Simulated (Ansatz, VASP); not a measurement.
One calculation of Hg, two programs

```
Hg
1.0
    -1.92877    1.92877    1.92877
     1.92877   -1.92877    1.92877
     1.92877    1.92877   -1.92877
Hg
1
Direct
  0.00000 0.00000 0.00000
```

Alike in both runs: task single point; functional PBE; k mesh 8 × 8 × 8; occupations gaussian, width 0.05 eV; no spin polarisation.

|  | VASP | Ansatz |
| --- | --- | --- |
| version | VASP 6.6.1 | Ansatz 0.2.0 |
| potentials or method | VASP PAW PBE potentials, release 64 (Hg), cutoff 520 eV | scalar-relativistic, plane waves, PAW |
| valence electrons in the cell | 12 | 20 |

|  | VASP | Ansatz | Ansatz less VASP |
| --- | --- | --- | --- |
| pressure (GPa) | 0.1 | 0.0 | -0.09 |

With one functional, cell and mesh, what is left measures potentials, basis and numerics. VASP's potentials hold 12 valence electrons a cell and Ansatz's 20, so a difference there can come from the potentials and not from the codes.

Spin-orbit coupling is off throughout.
